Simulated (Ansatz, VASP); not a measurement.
## Sb: VASP beside Ansatz

```
Sb
1.0
     2.18790    1.26319    3.84317
    -2.18790    1.26319    3.84317
     0.00000   -2.52637    3.84317
Sb
2
Direct
  0.23268 0.23268 0.23268
  0.76732 0.76732 0.76732
```

Alike in both runs: task single point; functional PBE; k mesh 9 × 9 × 9; occupations methfessel-paxton of order 1, width 0.01 eV; no spin polarisation.

|  | VASP | Ansatz |
| --- | --- | --- |
| version | VASP 6.6.1 | Ansatz 0.2.0 |
| potentials or method | VASP PAW PBE potentials, release 64 (Sb), cutoff 520 eV | plane waves (420 eV) with PAW, scalar-relativistic |
| valence electrons in the cell | 10 | 30 |

```tsv
	VASP	Ansatz	Ansatz less VASP
pressure (GPa)	0.1	0.0	-0.04
traceless stress, the component that is largest in VASP (GPa)	-0.06	-0.04	+0.026
```

VASP's potentials hold 10 valence electrons a cell and Ansatz's 30, so a difference there can come from the potentials and not from the codes.

Neither program's run includes spin-orbit coupling.
